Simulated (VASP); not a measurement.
A run of VASP 6.6.1 is set up as follows.

INCAR

```
ALGO = Normal ; EDIFF = 1E-6
ENCUT = 520 ; GGA = PE
ISIF = 2 ; ISMEAR = 0
LASPH = T ; LCHARG = F
LREAL = F ; LWAVE = F
NBANDS = 30 ; NELM = 80
PREC = Accurate ; SIGMA = 0.02
```

KPOINTS

```
k-points
0
Gamma
  6 6 2
```

POSCAR

```
LiCl
1.0
    3.6571254247      0.0000000000      0.0000000000
   -1.8285627123      3.1671635226      0.0000000000
    0.0000000000      0.0000000000     12.1397052093
Li Cl
4 4
Direct
    0.3333333333      0.6666666667      0.8767234304
    0.6666666667      0.3333333333      0.1232765696
    0.6666666667      0.3333333333      0.3767234304
    0.3333333333      0.6666666667      0.6232765696
    0.6666666667      0.3333333333      0.7500000000
    0.0000000000      0.0000000000      0.0000000000
    0.3333333333      0.6666666667      0.2500000000
    0.0000000000      0.0000000000      0.5000000000
```

Potentials or basis: VASP PAW PBE potentials, release 64 (Li_sv, Cl).

Run with:

```sh
$ cat potpaw_PBE.64/Li_sv/POTCAR potpaw_PBE.64/Cl/POTCAR > POTCAR
$ mpirun -np 1 vasp_std > vasp.out
```

What does it give for the band gap on the k mesh?

6.06 eV, direct.

Forces on the atoms (eV/Å):
```
Li   0.000  0.000  0.002
Li   0.000  0.000 -0.002
Li   0.000  0.000  0.002
Li   0.000  0.000 -0.002
Cl   0.000  0.000  0.000
Cl   0.000  0.000  0.000
Cl   0.000  0.000  0.000
Cl   0.000  0.000  0.000
```

 A k mesh can miss the band edges.
